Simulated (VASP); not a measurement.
# Pt (Fm-3m) in VASP: single point with PBE

Aim: the single point of Pt with PBE.

All numbers are computed with VASP 6.6.1; they aren't measurements. Logs are shortened: lines on timing, memory, paths and dates and some standing lists are left out, and cuts for length are marked.

### Step 1. The cell of the first run

The structure is cubic, space group Fm-3m (No. 225). Conventional cell: a = 3.922 Å, b = 3.922 Å, c = 3.922 Å, α = 90.00°, β = 90.00°, γ = 90.00°. Pt (site symmetry m-3m) has 12 Pt at 2.77 Å within 3.7 Å.

### Step 2. Single point, PBE

File INCAR:

```
  PREC = Accurate
  ENCUT = 520
  EDIFF = 1E-6
  ISMEAR = -1
  SIGMA = 0.025
  LREAL = False
  LASPH = True
  NELM = 80
  ALGO = Normal
  ISIF = 2
  LWAVE = False
  LCHARG = False
  GGA = PE
  NBANDS = 11
```

File KPOINTS:

```
Automatic mesh
0
Gamma
  16 16 16
```

File POSCAR:

```
Pt
1.0
    0.0000000000      1.9609000000      1.9609000000
    1.9609000000      0.0000000000      1.9609000000
    1.9609000000      1.9609000000      0.0000000000
Pt
1
Direct
    0.0000000000      0.0000000000      0.0000000000
```

Potentials or basis: VASP PAW PBE potentials, release 64 (Pt).

The run is started by

```console
> cat potpaw_PBE.64/Pt/POTCAR > POTCAR
> mpirun -np 1 vasp_std > vasp.out
```

OUTCAR:

```text
PREC = Accurate
   ENCUT = 520
   EDIFF = 1E-6
   ISMEAR = -1
   LREAL = False
   LASPH = True
   NELM = 80
   ISIF = 2
   GGA = PE

 ion  position               nearest neighbor table
   1  0.000  0.000  0.000-

  LATTYP: Found a face centered cubic cell.
 ALAT       =     3.9218000000

  Lattice vectors:

 A1 = (   0.0000000000,   1.9609000000,   1.9609000000)
 A2 = (   1.9609000000,   0.0000000000,   1.9609000000)
 A3 = (   1.9609000000,   1.9609000000,   0.0000000000)

Analysis of symmetry for initial positions (statically):
=====================================================================
 Subroutine PRICEL returns:
 Original cell was already a primitive cell.

 Routine SETGRP: Setting up the symmetry group for a
 face centered cubic supercell.

 Subroutine GETGRP returns: Found 48 space group operations
[... 9 lines left out ...]

 Routine SETGRP: Setting up the symmetry group for a
 face centered cubic supercell.

 Subroutine GETGRP returns: Found 48 space group operations
[... 11 lines left out ...]
                                     Primitive cell

  volume of cell :      15.0798

  direct lattice vectors                    reciprocal lattice vectors
     0.000000000  1.960900000  1.960900000    -0.254984956  0.254984956  0.254984956
     1.960900000  0.000000000  1.960900000     0.254984956 -0.254984956  0.254984956
     1.960900000  1.960900000  0.000000000     0.254984956  0.254984956 -0.254984956

  length of vectors
     2.773131374  2.773131374  2.773131374     0.441646899  0.441646899  0.441646899

  position of ions in fractional coordinates (direct lattice)
     0.000000000  0.000000000  0.000000000

  ion indices of the primitive-cell ions
   primitive index   ion index
                 1           1

----------------------------------------------------------------------------------------

 KPOINTS: Automatic mesh

Automatic generation of k-mesh.
 Grid dimensions read from file:
 generate k-points for:   16   16   16

 Generating k-lattice:

  Cartesian coordinates                     Fractional coordinates (reciprocal lattice)
    -0.015936560  0.015936560  0.015936560     0.062500000  0.000000000  0.000000000
     0.015936560 -0.015936560  0.015936560     0.000000000  0.062500000  0.000000000
     0.015936560  0.015936560 -0.015936560     0.000000000  0.000000000  0.062500000

  Length of vectors
     0.027602931  0.027602931  0.027602931

  Shift w.r.t. Gamma in fractional coordinates (k-lattice)
     0.000000000  0.000000000  0.000000000

 Subroutine IBZKPT returns following result:
 ===========================================

 Found    145 irreducible k-points:

 Following reciprocal coordinates:
            Coordinates               Weight
  0.000000  0.000000  0.000000      1.000000
  0.062500  0.000000  0.000000      8.000000
  0.125000  0.000000  0.000000      8.000000
  0.187500  0.000000  0.000000      8.000000
  0.250000  0.000000  0.000000      8.000000
  0.312500  0.000000  0.000000      8.000000
[... 16 lines left out ...]
 -0.125000  0.062500  0.000000     24.000000
 -0.062500  0.062500  0.000000     12.000000
 [... further k-points ...]
   k-points           NKPTS =    145   k-points in BZ     NKDIM =    145   number of bands    NBANDS=     11
   number of dos      NEDOS =    301   number of ions     NIONS =      1
   total plane-waves  NPLWV =  13824
   dimension x,y,z NGX =    24 NGY =   24 NGZ =   24
   dimension x,y,z NGXF=    48 NGYF=   48 NGZF=   48
   ions per type =               1
   NGX,Y,Z   is equivalent  to a cutoff of  14.39, 14.39, 14.39 a.u.
   NGXF,Y,Z  is equivalent  to a cutoff of  28.78, 28.78, 28.78 a.u.
 SYSTEM =  unknown system
   PREC   = accura    normal or accurate (medium, high low for compatibility)
   ISTART =      0    job   : 0-new  1-cont  2-samecut
   ICHARG =      2    charge: 1-file 2-atom 10-const
   ISPIN  =      1    spin polarized calculation?
   LNONCOLLINEAR =      F non collinear calculations
   LSORBIT =      F    spin-orbit coupling
   LASPH  =      T    aspherical Exc in radial PAW
   ENCUT  =  520.0 eV  38.22 Ry    6.18 a.u.   5.16  5.16  5.16*2*pi/ulx,y,z
   NELM   =     80;   NELMIN=  2; NELMDL= -5     # of ELM steps
   EDIFF  = 0.1E-05   stopping-criterion for ELM
   LREAL  =      F    real-space projection
   EDIFFG = 0.1E-04   stopping-criterion for IOM
   NSW    =      0    number of steps for IOM
   IBRION =     -1    ionic relax: 0-MD 1-quasi-New 2-CG
   NFREE  =      0    steps in history (QN), initial steepest desc. (CG)
   ISIF   =      2    stress and relaxation
   ISYM   =      2    0-nonsym 1-usesym 2-fastsym
   POTIM  = 0.5000    time-step for ionic-motion
   TEBEG  =    0.0;   TEEND  =   0.0 temperature during run
   PSTRESS=    0.0 pullay stress
   NELECT =      10.0000    total number of electrons
   NUPDOWN=      -1.0000    fix difference up-down
   EMIN   =  10.00;   EMAX   =-10.00  energy-range for DOS
   EFERMI =   0.00;   METHOD = LEGACY
   ISMEAR =    -1;   SIGMA  =   0.03  broadening in eV -4-tet -1-fermi 0-gaus
   EFERMI_NEDOS =   21; number of points for ismear=-14 and -15
   IALGO  =     38    algorithm
   IMIX   =      4    mixing-type and parameters
     AMIX     =   0.40;   BMIX     =  1.00
     AMIX_MAG =   1.60;   BMIX_MAG =  1.00
  volume/ion in A,a.u.               =      15.08       101.76
  Fermi-wavevector in a.u.,A,eV,Ry     =   1.427609  2.697791 27.729605  2.038068
  Thomas-Fermi vector in A             =   2.547760
   LORBIT       =      0    0 simple, 1 ext, 2 COOP (PROOUT), +10 PAW based schemes
   GGA     = PE    functional components
   LHFCALC =     F    Hartree Fock is set to
   AEXX    =    0.0000 exact exchange contribution
   IVDW    =     0    specifies the selected vdW correction
   LEPSILON=     F    determine dielectric tensor
   LRPA    =     F    only Hartree local field effects (RPA)
 non-spin polarized calculation
  energy-cutoff  :      520.00
  volume of cell :       15.08
 maximum number of plane-waves:       419
 NGX is ok and might be reduce to    24
   NGX = 11   NGY = 11   NGZ = 11

 number of electron      10.0000000 magnetization

 Free energy of the ion-electron system (eV)
  ---------------------------------------------------
  ext. energy  EPLUGINS =         0.00000000
  ---------------------------------------------------
  free energy    TOTEN  =        -6.08275151 eV

  energy without entropy =       -6.07806094  energy(sigma->0) =       -6.08040623

 E-fermi :  11.2397     XC(G=0): -13.4921

 val. band max:       11.2298140164   @ k =  -0.2500   0.1250   0.0000
 cond. band min:      11.2634252640   @ k =  -0.4375   0.3125   0.0000
 fundamental gap:      0.0336112476
 Fermi energy:        11.2396639719

 k-point     1 :       0.0000    0.0000    0.0000
  band No.  band energies     occupation
      1       1.0493      2.00000
      2       7.4733      2.00000
      3       7.4733      2.00000
      4       7.4733      2.00000
      5       9.6286      2.00000
      6       9.6286      2.00000
      7      25.9064      0.00000
      8      30.8741      0.00000
      9      30.8741      0.00000
     10      30.8741      0.00000
     11      36.2204      0.00000

 k-point     2 :       0.0625    0.0000    0.0000
  band No.  band energies     occupation
      1       1.2066      2.00000
      2       7.4030      2.00000
      3       7.5359      2.00000
      4       7.5359      2.00000
      5       9.5935      2.00000
      6       9.5935      2.00000
      7      26.1516      0.00000
      8      30.0533      0.00000
      9      31.1162      0.00000
     10      31.1162      0.00000
     11      37.1214      0.00000

 k-point     3 :       0.1250    0.0000    0.0000
  band No.  band energies     occupation
      1       1.6601      2.00000
      2       7.2306      2.00000
      3       7.6924      2.00000
      4       7.6924      2.00000
      5       9.5276      2.00000
      6       9.5276      2.00000
      7      26.7988      0.00000
      8      28.4146      0.00000
      9      31.8143      0.00000
     10      31.8143      0.00000
     11      37.5300      0.00000

 k-point     4 :       0.1875    0.0000    0.0000
  band No.  band energies     occupation
      1       2.3425      2.00000
      2       7.0706      2.00000
      3       7.8388      2.00000
      4       7.8388      2.00000
      5       9.5524      2.00000
      6       9.5524      2.00000
      7      26.5686      0.00000
      8      27.5265      0.00000
      9      32.8720      0.00000
     10      32.8720      0.00000
     11      35.6031      0.00000

 k-point     5 :       0.2500    0.0000    0.0000
  band No.  band energies     occupation
      1       3.0954      2.00000
      2       7.1245      2.00000
      3       7.8462      2.00000
      4       7.8462      2.00000
      5       9.8056      2.00000
      6       9.8056      2.00000
      7      24.5755      0.00000
      8      27.6459      0.00000
      9      33.9209      0.00000
     10      33.9209      0.00000
     11      34.7923      0.00000
[... 211 lines left out ...]
 k-point    21 :      -0.2500    0.0625    0.0000
  band No.  band energies     occupation
      1       3.4523      2.00000
      2       7.0782      2.00000
      3       7.8078      2.00000
      4       7.9077      2.00000
      5       9.5837      2.00000
      6      10.4021      2.00000
      7      23.9487      0.00000
      8      27.6245      0.00000
      9      31.9689      0.00000
     10      33.7648      0.00000
     11      35.7150      0.00000

 k-point    22 :      -0.1875    0.0625    0.0000
  band No.  band energies     occupation
      1       2.7283      2.00000
      2       6.9369      2.00000
      3       7.8924      2.00000
      4       7.9529      2.00000
      5       9.2697      2.00000
      6       9.9635      2.00000
      7      26.0084      0.00000
      8      27.8336      0.00000
      9      31.8998      0.00000
     10      34.0999      0.00000
     11      34.2769      0.00000

 k-point    23 :      -0.1250    0.0625    0.0000
  band No.  band energies     occupation
      1       2.0001      2.00000
      2       7.0736      2.00000
      3       7.8073      2.00000
      4       7.8286      2.00000
      5       9.2739      2.00000
      6       9.7340      2.00000
      7      27.2409      0.00000
      8      27.8146      0.00000
      9      31.2529      0.00000
     10      32.8531      0.00000
     11      36.2109      0.00000

 k-point    24 :      -0.0625    0.0625    0.0000
  band No.  band energies     occupation
      1       1.4636      2.00000
      2       7.2729      2.00000
      3       7.6229      2.00000
      4       7.6672      2.00000
      5       9.4359      2.00000
      6       9.6554      2.00000
      7      26.5376      0.00000
      8      29.2768      0.00000
      9      30.9446      0.00000
     10      31.7735      0.00000
     11      37.9290      0.00000

 [... further k-points ...]

------------------------ aborting loop because EDIFF is reached ----------------------------------------

  FORCE on cell =-STRESS in cart. coord.  units (eV):
  Direction    XX          YY          ZZ          XY          YZ          ZX
  --------------------------------------------------------------------------------------
  -------------------------------------------------------------------------------------
  Total        0.8834218      0.8834218      0.8834218      0.0000000      0.0000000     -0.0000000
  in kB       93.8603911     93.8603911     93.8603911      0.0000000      0.0000000     -0.0000000
  external PRESSURE =      93.8603911 kB  Pullay stress =       0.0000000 kB

 VOLUME and BASIS-vectors are now :
 -----------------------------------------------------------------------------
  energy-cutoff  :      520.00
  volume of cell :       15.08
      direct lattice vectors                 reciprocal lattice vectors
     0.000000000  1.960900000  1.960900000    -0.254984956  0.254984956  0.254984956
     1.960900000  0.000000000  1.960900000     0.254984956 -0.254984956  0.254984956
     1.960900000  1.960900000  0.000000000     0.254984956  0.254984956 -0.254984956

 POSITION                                       TOTAL-FORCE (eV/Angst)
 -----------------------------------------------------------------------------------
      0.00000      0.00000      0.00000         0.000000      0.000000      0.000000
 -----------------------------------------------------------------------------------
    total drift:                                0.000000     -0.000000     -0.000000

  FREE ENERGIE OF THE ION-ELECTRON SYSTEM (eV)
  ---------------------------------------------------
  free  energy   TOTEN  =        -6.0827515119 eV

  energy  without entropy=       -6.0780609436  energy(sigma->0) =       -6.08040623
```

It took 30 s on 1 thread of AMD EPYC 7R13, shared host; peak memory 0.16 GiB.

What came out:

```yaml
Free_energy: -6.0828 eV
Pressure: 9.4 GPa
Band_gap_on_the_k_mesh: zero (band 5 reaches 11.76 eV, above the bottom of band 6 at 9.53 eV)
```

Levels at points of the mesh, in eV from the Fermi level:
```tsv
k point	band 3	band 4	band 5	band 6	band 7	band 8
(0.00, 0.00, 0.00)	-3.77	-3.77	-1.61	-1.61	14.67	19.63
(0.50, 0.00, 0.00)	-3.83	-0.45	0.06	0.06	5.87	14.23
(0.50, 0.50, 0.00)	0.03	0.51	0.51	1.81	8.91	11.42
```

Caveat: spin-orbit coupling is left out, which moves the levels of the heavy elements.
